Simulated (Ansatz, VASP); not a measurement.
Au in VASP and in Ansatz

File INCAR:

```
SYSTEM = Au
ALGO = Normal
EDIFF = 1E-7
ENCUT = 520
GGA = RE
ISIF = 2
ISMEAR = -1
LASPH = .True.
LCHARG = .True.
LELF = .True.
LREAL = .False.
LVHAR = .True.
LWAVE = .False.
NBANDS = 12
NELM = 100
PREC = Accurate
SIGMA = 0.1
```

File KPOINTS:

```
k-points
0
Gamma
  15 15 15
  0 0 0
```

File POSCAR:

```
Au
1.0
   -1.7062135102      1.7062135102      1.7062135102
    1.7062135102     -1.7062135102      1.7062135102
    1.7062135102      1.7062135102     -1.7062135102
Au
1
Direct
    0.0000000000      0.0000000000      0.0000000000
```

Input for Ansatz:

```yaml
crystal:
  lattice:
    - [-1.7062135102, 1.7062135102, 1.7062135102]
    - [1.7062135102, -1.7062135102, 1.7062135102]
    - [1.7062135102, 1.7062135102, -1.7062135102]
  atoms:
    - { symbol: Au, position: [0.0, 0.0, 0.0] }
hamiltonian:
  xc: revpbe
  pseudopotentials:
    kind: paw
    azcp:
      Au: "pseudopotentials/Au.paw.azcp"
basis:
  ecutwfc: 420
  fft_grid_basis: typed
kpoints:
  mp_grid: { grid: [15, 15, 15], shift: [0, 0, 0] }
magnetization:
  spin_polarized: false
scf:
  occupations: { method: fermi_dirac, width: 0.1 }
  lower_state_search: "off"
output:
  stress: true
```

Alike in both runs: task single point; functional revPBE; k mesh 15 × 15 × 15; occupations fermi-dirac, width 0.1 eV; no spin polarisation.

```csv
,VASP,Ansatz
version,VASP 6.6.1,Ansatz 0.2.0
potentials or method,"VASP PAW PBE potentials, release 64 (Au), cutoff 520 eV","plane waves (420 eV) with PAW, scalar-relativistic"
valence electrons in the cell,11,19
```

|  | VASP | Ansatz | Ansatz less VASP |
| --- | --- | --- | --- |
| pressure (GPa) | -7.4 | -7.3 | +0.12 |

VASP's potentials were made for PBE, not for revPBE. VASP's potentials hold 11 valence electrons a cell and Ansatz's 19, so a difference there can come from the potentials and not from the codes.

Spin-orbit coupling is off throughout.
